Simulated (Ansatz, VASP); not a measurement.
## One calculation of ZnS, two programs

```
Zn S
1.0
     0.00000    2.72518    2.72518
     2.72518    0.00000    2.72518
     2.72518    2.72518    0.00000
Zn S
1 1
Cartesian
  0.0000 0.0000 0.0000
  1.3626 1.3626 1.3626
```

Change from the starting cell: volume scaled by 1.02, ions relaxed.

Alike in both runs: functional PBE; k mesh 14 × 14 × 14; occupations fermi-dirac, width 0.02 eV; no spin polarisation.

Ansatz relaxed the structure, and its values are those at the end. VASP's run is a single point on that final structure, the one shown.

|  | VASP | Ansatz |
| --- | --- | --- |
| version | VASP 6.6.1 | Ansatz 0.2.0 |
| potentials or method | VASP PAW PBE potentials, release 64 (Zn, S) | plane-wave PAW, scalar-relativistic |
| plane-wave cutoff (eV) | 520 | 420 |
| valence electrons in the cell | 18 | 18 |

Ansatz gave:

| Item | Value |
| --- | --- |
| gap on the k mesh at the Fermi level (eV) | 2.00 |
| pressure (GPa) | -0.3 |

Problem. Estimate VASP's values.

Solution. gap on the k mesh at the Fermi level (eV): 2.00; pressure (GPa): -0.1.

Ansatz's warnings: stress scf threshold loose.
